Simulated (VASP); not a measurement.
## Pr: single point with PBE

The system is Pr.

```
Pr
1.0
     0.00000    2.31875    2.31875
     2.31875    0.00000    2.31875
     2.31875    2.31875    0.00000
Pr
1
Direct
  0.00000 0.00000 0.00000
```

```json
{
 "Program": "VASP 6.6.1",
 "Task": "single point",
 "Functional": "PBE",
 "Potentials or basis": "VASP PAW PBE potentials, release 64 (Pr)",
 "Cutoff": "520 eV",
 "k mesh": "12 × 12 × 12",
 "Occupations": "fermi-dirac, width 0.136057 eV",
 "Spin": "no spin polarisation"
}
```

```json
{"Pressure": "0.1 GPa"}
```

Levels at points of the mesh, in eV from the Fermi level:
```tsv
k point	band 3	band 4	band 5	band 6	band 7	band 8	band 9	band 10
(0.00, 0.00, 0.00)	-16.28	-16.28	-2.97	-0.39	0.16	0.16	0.16	0.85
(0.50, 0.00, 0.00)	-16.66	-16.66	-2.04	-0.30	0.22	0.22	0.51	0.70
(0.50, 0.50, 0.00)	-17.36	-17.36	-2.87	-2.14	0.27	0.37	0.37	0.45
```

Wall time 13 s on 1 thread of Intel(R) Xeon(R) 6975P-C (Granite Rapids), with other jobs on the host, peak memory 0.16 GiB.

Caveat: spin-orbit coupling is left out, which moves the levels of the heavy elements. Spin polarisation is off, so any magnetic state and its effect on volume and gap are missing.
